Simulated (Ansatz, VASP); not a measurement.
**One calculation of RbIr, two programs**

```
CELL_PARAMETERS angstrom
0.00000 3.64788 3.64788
3.64788 0.00000 3.64788
3.64788 3.64788 0.00000
ATOMIC_POSITIONS crystal
Rb 0.50000 0.50000 0.50000
Rb 0.75000 0.75000 0.75000
Ir 0.00000 0.00000 0.00000
Ir 0.25000 0.25000 0.25000
```

Alike in both runs: functional PBE; k mesh 4 × 4 × 4; occupations gaussian, width 0.1 eV; no spin polarisation.

Ansatz relaxed the structure, and its values are those at the end. VASP's run is a single point on that final structure, the one shown.

```csv
,VASP,Ansatz
version,VASP 6.6.1,Ansatz 0.2.0
potentials or method,"VASP PAW PBE potentials, release 64 (Rb_sv, Ir), cutoff 500 eV","scalar-relativistic, plane waves, PAW"
valence electrons in the cell,36,52
```

Ansatz gave:

- gap on the k mesh at the Fermi level (eV): none
- pressure (GPa): -0.1

**Question.** Estimate VASP's values.

**Answer.** gap on the k mesh at the Fermi level (eV): none; pressure (GPa): 0.1.

A gap of «none» marks a metal or a gap that the smearing closes. VASP's potentials hold 36 valence electrons a cell and Ansatz's 52, so a difference there can come from the potentials and not from the codes.

The k mesh is coarse, so the values compare programs but aren't converged. Neither program's run includes spin-orbit coupling.
